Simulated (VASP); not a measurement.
# SrTiO3 (I4/mcm) in VASP: single point with PBE

Aim: the single point of SrTiO3 with PBE.

Program: VASP 6.6.1. These are calculated values, not measurements. Logs are shortened: lines on timing, memory, paths and dates and some standing lists are left out, and cuts for length are marked.

### Step 1. The cell of the first run

It takes space group I4/mcm (No. 140, tetragonal). Conventional cell: a = 5.511 Å, b = 5.511 Å, c = 7.796 Å, α = 90.00°, β = 90.00°, γ = 90.00°. Sr (site symmetry -42m) has 12 O at 2.73 to 2.78 Å and 8 Ti at 3.38 Å within 3.6 Å. Ti (site symmetry 4/m) has 6 O at 1.95 Å within 2.6 Å. O (site symmetry 422) has 2 Ti at 1.95 Å within 2.6 Å. O (site symmetry m2m) has 2 Ti at 1.95 Å within 2.6 Å.

### Step 2. Single point, PBE

File INCAR:

```
PREC = Accurate ; ENCUT = 520
EDIFF = 1E-6 ; ISMEAR = 0
SIGMA = 0.05 ; LREAL = Auto
LASPH = T ; NELM = 60
ALGO = Normal ; ISIF = 2
LWAVE = F ; LCHARG = F
GGA = PE ; NBANDS = 186
```

File KPOINTS:

```
regular mesh
0
Gamma
  2 2 2
```

File POSCAR:

```
SrTiO3
1.0
    5.5110000000     -5.5110000000      0.0000000000
    5.5110000000      5.5110000000      0.0000000000
    0.0000000000      0.0000000000      7.7960000000
Sr Ti O
8 8 24
Direct
    0.2500000000      0.2500000000      0.7500000000
    0.2500000000      0.7500000000      0.2500000000
    0.7500000000      0.2500000000      0.2500000000
    0.7500000000      0.7500000000      0.7500000000
    0.7500000000      0.2500000000      0.7500000000
    0.7500000000      0.7500000000      0.2500000000
    0.2500000000      0.2500000000      0.2500000000
    0.2500000000      0.7500000000      0.7500000000
    0.0000000000      0.0000000000      0.0000000000
    0.0000000000      0.5000000000      0.5000000000
    0.5000000000      0.0000000000      0.5000000000
    0.5000000000      0.5000000000      0.0000000000
    0.5000000000      0.0000000000      0.0000000000
    0.5000000000      0.5000000000      0.5000000000
    0.0000000000      0.0000000000      0.5000000000
    0.0000000000      0.5000000000      0.0000000000
    0.0000000000      0.0000000000      0.2500000000
    0.0000000000      0.5000000000      0.7500000000
    0.5000000000      0.0000000000      0.7500000000
    0.5000000000      0.5000000000      0.2500000000
    0.5000000000      0.0000000000      0.2500000000
    0.5000000000      0.5000000000      0.7500000000
    0.0000000000      0.0000000000      0.7500000000
    0.0000000000      0.5000000000      0.2500000000
    0.7500000000      0.4951000000      0.0000000000
    0.7500000000      0.9951000000      0.5000000000
    0.2500000000      0.4951000000      0.5000000000
    0.2500000000      0.9951000000      0.0000000000
    0.0049000000      0.2500000000      0.0000000000
    0.0049000000      0.7500000000      0.5000000000
    0.5049000000      0.2500000000      0.5000000000
    0.5049000000      0.7500000000      0.0000000000
    0.7500000000      0.0049000000      0.0000000000
    0.7500000000      0.5049000000      0.5000000000
    0.2500000000      0.0049000000      0.5000000000
    0.2500000000      0.5049000000      0.0000000000
    0.4951000000      0.2500000000      0.0000000000
    0.4951000000      0.7500000000      0.5000000000
    0.9951000000      0.2500000000      0.5000000000
    0.9951000000      0.7500000000      0.0000000000
```

Potentials or basis: VASP PAW PBE potentials, release 64 (Sr_sv, Ti_sv, O).

Launch:

```bash
cat potpaw_PBE.64/Sr_sv/POTCAR potpaw_PBE.64/Ti_sv/POTCAR potpaw_PBE.64/O/POTCAR > POTCAR
mpirun -np 1 vasp_std > vasp.out
```

OUTCAR:

```text
PREC = Accurate
   ENCUT = 520
   EDIFF = 1E-6
   ISMEAR = 0
   LREAL = Auto
   LASPH = T
   NELM = 60
   ISIF = 2
   GGA = PE

 ion  position               nearest neighbor table
   1  0.250  0.250  0.750-  27 2.73  29 2.73  35 2.73  37 2.73  18 2.76  19 2.76  22 2.76  23 2.76
                            28 2.78  36 2.78  31 2.78  39 2.78  13 3.38  14 3.38  15 3.38  16 3.38
   2  0.250  0.750  0.250-  28 2.73  30 2.73  36 2.73  38 2.73  17 2.76  20 2.76  21 2.76  24 2.76
                            35 2.78  27 2.78  32 2.78  40 2.78  13 3.38  14 3.38  15 3.38  16 3.38
   3  0.750  0.250  0.250-  25 2.73  31 2.73  33 2.73  39 2.73  17 2.76  20 2.76  21 2.76  24 2.76
                            29 2.78  34 2.78  37 2.78  26 2.78  13 3.38  14 3.38  15 3.38  16 3.38
   4  0.750  0.750  0.750-  26 2.73  32 2.73  34 2.73  40 2.73  18 2.76  19 2.76  22 2.76  23 2.76
                            33 2.78  30 2.78  38 2.78  25 2.78  13 3.38  14 3.38  15 3.38  16 3.38
   5  0.750  0.250  0.750-  25 2.73  31 2.73  33 2.73  39 2.73  18 2.76  19 2.76  22 2.76  23 2.76
                            29 2.78  34 2.78  37 2.78  26 2.78  13 3.38  14 3.38  15 3.38  16 3.38
   6  0.750  0.750  0.250-  26 2.73  32 2.73  34 2.73  40 2.73  17 2.76  20 2.76  21 2.76  24 2.76
                            33 2.78  30 2.78  38 2.78  25 2.78  13 3.38  14 3.38  15 3.38  16 3.38
   7  0.250  0.250  0.250-  27 2.73  29 2.73  35 2.73  37 2.73  17 2.76  20 2.76  21 2.76  24 2.76
                            28 2.78  36 2.78  31 2.78  39 2.78  13 3.38  14 3.38  15 3.38  16 3.38
   8  0.250  0.750  0.750-  28 2.73  30 2.73  36 2.73  38 2.73  18 2.76  19 2.76  22 2.76  23 2.76
                            35 2.78  27 2.78  32 2.78  40 2.78  13 3.38  14 3.38  15 3.38  16 3.38
   9  0.000  0.000  0.000-  28 1.95  29 1.95  33 1.95  40 1.95  17 1.95  23 1.95   7 3.38   8 3.38
[... 37 lines left out ...]
  39  0.995  0.250  0.500-  10 1.95  15 1.95   3 2.73   5 2.73   1 2.78   7 2.78
  40  0.995  0.750  0.000-   9 1.95  16 1.95   4 2.73   6 2.73   2 2.78   8 2.78

  LATTYP: Found a simple tetragonal cell.
 ALAT       =     7.7937309422
 C/A-ratio  =     1.0002911388

  Lattice vectors:

 A1 = (   5.5110000000,  -5.5110000000,   0.0000000000)
 A2 = (   5.5110000000,   5.5110000000,   0.0000000000)
 A3 = (   0.0000000000,   0.0000000000,   7.7960000000)

Analysis of symmetry for initial positions (statically):
=====================================================================
 Subroutine PRICEL returns following result:

  LATTYP: Found a body centered tetragonal cell.
 ALAT       =     5.5110000000
 C/A-ratio  =     1.4146252949

  Lattice vectors:

 A1 = (  -2.7555000000,  -2.7555000000,  -3.8980000000)
 A2 = (   2.7555000000,   2.7555000000,  -3.8980000000)
 A3 = (   2.7555000000,  -2.7555000000,   3.8980000000)

   4 primitive cells build up your supercell.

 Routine SETGRP: Setting up the symmetry group for a
 simple tetragonal supercell.

 Subroutine GETGRP returns: Found 16 space group operations
 (whereof  8 operations were pure point group operations)
 out of a pool of 16 trial point group operations.

The static configuration has the point symmetry C_4h.
 The point group associated with its full space group is D_4h.

Analysis of symmetry for dynamics (positions and initial velocities):
=====================================================================
 Subroutine PRICEL returns following result:

  LATTYP: Found a body centered tetragonal cell.
 ALAT       =     5.5110000000
 C/A-ratio  =     1.4146252949

  Lattice vectors:

 A1 = (  -2.7555000000,  -2.7555000000,  -3.8980000000)
 A2 = (   2.7555000000,   2.7555000000,  -3.8980000000)
 A3 = (   2.7555000000,  -2.7555000000,   3.8980000000)

   4 primitive cells build up your supercell.

 Routine SETGRP: Setting up the symmetry group for a
 simple tetragonal supercell.

 Subroutine GETGRP returns: Found 16 space group operations
 (whereof  8 operations were pure point group operations)
 out of a pool of 16 trial point group operations.

The dynamic configuration has the point symmetry C_4h.
 The point group associated with its full space group is D_4h.

 Subroutine INISYM returns: Found 16 space group operations
 (whereof  8 operations are pure point group operations),
[... 34 lines left out ...]
                 5          18
                 6          22
                 7          27
                 8          29
                 9          35
                10          37

----------------------------------------------------------------------------------------

 KPOINTS: regular mesh

Automatic generation of k-mesh.
 Grid dimensions read from file:
 generate k-points for:    2    2    2

 Generating k-lattice:

  Cartesian coordinates                     Fractional coordinates (reciprocal lattice)
     0.045363818 -0.045363818  0.000000000     0.500000000  0.000000000  0.000000000
     0.045363818  0.045363818  0.000000000     0.000000000  0.500000000  0.000000000
     0.000000000  0.000000000  0.064135454     0.000000000  0.000000000  0.500000000

  Length of vectors
     0.064154126  0.064154126  0.064135454

  Shift w.r.t. Gamma in fractional coordinates (k-lattice)
     0.000000000  0.000000000  0.000000000

 Subroutine IBZKPT returns following result:
 ===========================================

 Found      6 irreducible k-points:

 Following reciprocal coordinates:
            Coordinates               Weight
  0.000000  0.000000  0.000000      1.000000
  0.500000  0.000000  0.000000      2.000000
  0.500000  0.500000  0.000000      1.000000
  0.000000  0.000000  0.500000      1.000000
  0.500000  0.000000  0.500000      2.000000
  0.500000  0.500000  0.500000      1.000000
   k-points           NKPTS =      6   k-points in BZ     NKDIM =      6   number of bands    NBANDS=    186
   number of dos      NEDOS =    301   number of ions     NIONS =     40
   total plane-waves  NPLWV = 216000
   dimension x,y,z NGX =    60 NGY =   60 NGZ =   60
   dimension x,y,z NGXF=   120 NGYF=  120 NGZF=  120
   ions per type =               8   8  24
   NGX,Y,Z   is equivalent  to a cutoff of  12.80, 12.80, 12.79 a.u.
   NGXF,Y,Z  is equivalent  to a cutoff of  25.60, 25.60, 25.59 a.u.
 SYSTEM =  unknown system
   PREC   = accura    normal or accurate (medium, high low for compatibility)
   ISTART =      0    job   : 0-new  1-cont  2-samecut
   ICHARG =      2    charge: 1-file 2-atom 10-const
   ISPIN  =      1    spin polarized calculation?
   LNONCOLLINEAR =      F non collinear calculations
   LSORBIT =      F    spin-orbit coupling
   LASPH  =      T    aspherical Exc in radial PAW
   ENCUT  =  520.0 eV  38.22 Ry    6.18 a.u.  14.49 14.49 14.50*2*pi/ulx,y,z
   NELM   =     60;   NELMIN=  2; NELMDL= -5     # of ELM steps
   EDIFF  = 0.1E-05   stopping-criterion for ELM
   LREAL  =      T    real-space projection
   EDIFFG = 0.1E-04   stopping-criterion for IOM
   NSW    =      0    number of steps for IOM
   IBRION =     -1    ionic relax: 0-MD 1-quasi-New 2-CG
   NFREE  =      0    steps in history (QN), initial steepest desc. (CG)
   ISIF   =      2    stress and relaxation
   ISYM   =      2    0-nonsym 1-usesym 2-fastsym
   POTIM  = 0.5000    time-step for ionic-motion
   TEBEG  =    0.0;   TEEND  =   0.0 temperature during run
   PSTRESS=    0.0 pullay stress
   NELECT =     320.0000    total number of electrons
   NUPDOWN=      -1.0000    fix difference up-down
   EMIN   =  10.00;   EMAX   =-10.00  energy-range for DOS
   EFERMI =   0.00;   METHOD = LEGACY
   ISMEAR =     0;   SIGMA  =   0.05  broadening in eV -4-tet -1-fermi 0-gaus
   EFERMI_NEDOS =   21; number of points for ismear=-14 and -15
   IALGO  =     38    algorithm
   IMIX   =      4    mixing-type and parameters
     AMIX     =   0.40;   BMIX     =  1.00
     AMIX_MAG =   1.60;   BMIX_MAG =  1.00
  volume/ion in A,a.u.               =      11.84        79.89
  Fermi-wavevector in a.u.,A,eV,Ry     =   1.436605  2.714789 28.080152  2.063833
  Thomas-Fermi vector in A             =   2.555774
   LORBIT       =      0    0 simple, 1 ext, 2 COOP (PROOUT), +10 PAW based schemes
   GGA     = PE    functional components
   LHFCALC =     F    Hartree Fock is set to
   AEXX    =    0.0000 exact exchange contribution
   IVDW    =     0    specifies the selected vdW correction
   LEPSILON=     F    determine dielectric tensor
   LRPA    =     F    only Hartree local field effects (RPA)
 non-spin polarized calculation
 Gauss-broadening in eV      SIGMA  =   0.05
  energy-cutoff  :      520.00
  volume of cell :      473.55
 maximum number of plane-waves:     12893
 NGX is ok and might be reduce to    60
   NGX = 29   NGY = 29   NGZ = 29

 number of electron     320.0000053 magnetization

 Free energy of the ion-electron system (eV)
  ---------------------------------------------------
  ext. energy  EPLUGINS =         0.00000000
  ---------------------------------------------------
  free energy    TOTEN  =      -320.39501774 eV

  energy without entropy =     -320.39501774  energy(sigma->0) =     -320.39501774

 E-fermi :   4.4650     XC(G=0): -11.3025

 val. band max:        4.2139937990   @ k =   0.0000   0.0000   0.0000
 cond. band min:       6.0665387028   @ k =   0.0000   0.0000   0.0000
 fundamental gap:      1.8525449038
 Fermi energy:         4.4650001854

 k-point     1 :       0.0000    0.0000    0.0000
  band No.  band energies     occupation
      1     -52.2500      2.00000
      2     -52.2484      2.00000
      3     -52.2484      2.00000
      4     -52.2484      2.00000
      5     -52.2468      2.00000
      6     -52.2468      2.00000
[... 1039 lines left out ...]
    171       7.6212      0.00000
    172       7.6212      0.00000
 [bands above 172 left out]

------------------------ aborting loop because EDIFF is reached ----------------------------------------

  FORCE on cell =-STRESS in cart. coord.  units (eV):
  Direction    XX          YY          ZZ          XY          YZ          ZX
  --------------------------------------------------------------------------------------
  -------------------------------------------------------------------------------------
  Total       18.3406507     18.3406507     18.2698068      0.0000000      0.0000000      0.0000000
  in kB       62.0529844     62.0529844     61.8132941      0.0000000      0.0000000      0.0000000
  external PRESSURE =      61.9730877 kB  Pullay stress =       0.0000000 kB

 VOLUME and BASIS-vectors are now :
 -----------------------------------------------------------------------------
  energy-cutoff  :      520.00
  volume of cell :      473.55
      direct lattice vectors                 reciprocal lattice vectors
     5.511000000 -5.511000000  0.000000000     0.090727636 -0.090727636  0.000000000
     5.511000000  5.511000000  0.000000000     0.090727636  0.090727636  0.000000000
     0.000000000  0.000000000  7.796000000     0.000000000  0.000000000  0.128270908

 POSITION                                       TOTAL-FORCE (eV/Angst)
 -----------------------------------------------------------------------------------
      2.75550      0.00000      5.84700         0.000000      0.000000      0.000000
      5.51100      2.75550      1.94900         0.000000      0.000000      0.000000
      5.51100     -2.75550      1.94900         0.000000      0.000000      0.000000
      8.26650      0.00000      5.84700         0.000000      0.000000      0.000000
      5.51100     -2.75550      5.84700         0.000000      0.000000      0.000000
      8.26650      0.00000      1.94900         0.000000      0.000000      0.000000
[... 32 lines left out ...]
      6.86175     -4.10625      3.89800        -0.014544      0.014544      0.000000
      9.61725     -1.35075      0.00000        -0.014544      0.014544     -0.000000
 -----------------------------------------------------------------------------------
    total drift:                               -0.000000     -0.000000     -0.000000

  FREE ENERGIE OF THE ION-ELECTRON SYSTEM (eV)
  ---------------------------------------------------
  free  energy   TOTEN  =      -320.3950177359 eV

  energy  without entropy=     -320.3950177359  energy(sigma->0) =     -320.39501774
```

Wall time 11 min (1 thread of Intel Xeon 6975P-C (Granite Rapids), shared host); peak memory 0.69 GiB.

What came out:

```yaml
Free_energy: -320.3950 eV
Pressure: 6.2 GPa
Largest_force: 0.021 eV/Å
Band_gap_on_the_k_mesh: 1.85 eV
```

Forces on the atoms (eV/Å):
```
Sr   0.000  0.000  0.000
Sr   0.000  0.000  0.000
Sr   0.000  0.000  0.000
Sr   0.000  0.000  0.000
Sr   0.000  0.000  0.000
Sr   0.000  0.000  0.000
Sr   0.000  0.000  0.000
Sr   0.000  0.000  0.000
Ti   0.000  0.000  0.000
Ti   0.000  0.000  0.000
Ti   0.000  0.000  0.000
Ti   0.000  0.000  0.000
Ti   0.000  0.000  0.000
Ti   0.000  0.000  0.000
Ti   0.000  0.000  0.000
Ti   0.000  0.000  0.000
O    0.000  0.000  0.000
O    0.000  0.000  0.000
O    0.000  0.000  0.000
O    0.000  0.000  0.000
O    0.000  0.000  0.000
O    0.000  0.000  0.000
O    0.000  0.000  0.000
O    0.000  0.000  0.000
O   -0.015 -0.015  0.000
O   -0.015 -0.015  0.000
O   -0.015 -0.015  0.000
O   -0.015 -0.015  0.000
O    0.015 -0.015  0.000
O    0.015 -0.015  0.000
O    0.015 -0.015  0.000
O    0.015 -0.015  0.000
O    0.015  0.015  0.000
O    0.015  0.015  0.000
O    0.015  0.015  0.000
O    0.015  0.015  0.000
O   -0.015  0.015  0.000
O   -0.015  0.015  0.000
O   -0.015  0.015  0.000
O   -0.015  0.015  0.000
```

Caveat: the cell stands under pressure.
